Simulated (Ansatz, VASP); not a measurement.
**GaAs in VASP and in Ansatz**

Contents of INCAR:

```
SYSTEM = GaAs
  AGGAC = 1.0
  AGGAX = 1.0
  ALDAC = 0.0
  ALDAX = 1.0
  ALGO = Normal
  EDIFF = 1E-7
  ENCUT = 520
  GGA = B5
  ISIF = 2
  ISMEAR = -1
  LASPH = .True.
  LCHARG = .False.
  LREAL = .False.
  LWAVE = .False.
  NBANDS = 16
  NELM = 60
  PREC = Accurate
  SIGMA = 0.05
```

KPOINTS

```
k-points
0
Gamma
  5 5 5
  0 0 0
```

POSCAR

```
GaAs
1.0
    0.0000000000      2.8268500000      2.8268500000
    2.8268500000      0.0000000000      2.8268500000
    2.8268500000      2.8268500000      0.0000000000
As Ga
1 1
Direct
    0.7500000000      0.7500000000      0.7500000000
    0.0000000000      0.0000000000      0.0000000000
```

The input input.yaml:

```yaml
crystal:
  lattice:
    - [0.0, 2.82685, 2.82685]
    - [2.82685, 0.0, 2.82685]
    - [2.82685, 2.82685, 0.0]
  atoms:
    - { symbol: As, position: [0.75, 0.75, 0.75] }
    - { symbol: Ga, position: [0.0, 0.0, 0.0] }
hamiltonian:
  xc: blyp
  pseudopotentials: { kind: paw }
kpoints:
  mp_grid: { grid: [5, 5, 5] }
scf:
  occupations: { method: fermi_dirac, width: 0.05 }
  n_extra_bands: 6
output:
  forces: true
  stress: true
  eigenvalues: true
  dos: { projected: true, de: 0.05, nscf_kmesh: { grid: [8, 8, 8] } }
  write_density: true
  write_potential: true
  elf: true
  volumetric_format: npy
```

Alike in both runs: functional BLYP; k mesh 5 × 5 × 5; occupations fermi-dirac, width 0.05 eV; no spin polarisation.

|  | VASP | Ansatz |
| --- | --- | --- |
| version | VASP 6.6.1 | Ansatz 0.2.0 |
| potentials or method | VASP PAW PBE potentials, release 64 (As, Ga_d) | Ansatz PAW |
| plane-wave cutoff (eV) | 520 | 420 |
| valence electrons in the cell | 18 | 28 |
| task | single point | projected density of states |

VASP gave:

| Quantity | Value |
| --- | --- |
| gap on the k mesh at the Fermi level (eV) | 0.39 |
| least direct gap on the mesh (eV) | 0.39 |
| pressure (GPa) | 7.2 |

Problem. What did Ansatz give for the same quantities?

Solution. gap on the k mesh at the Fermi level (eV): 0.35; least direct gap on the mesh (eV): 0.35; pressure (GPa): 6.8.

VASP's potentials were made for PBE, not for BLYP. With one functional, cell and mesh, what is left measures potentials, basis and numerics. VASP's potentials hold 18 valence electrons a cell and Ansatz's 28, so a difference there can come from the potentials and not from the codes.

Noted on Ansatz's run: odd divisions of the mesh miss points on the zone boundary, where band edges often lie, so the gap on the mesh can be too wide.
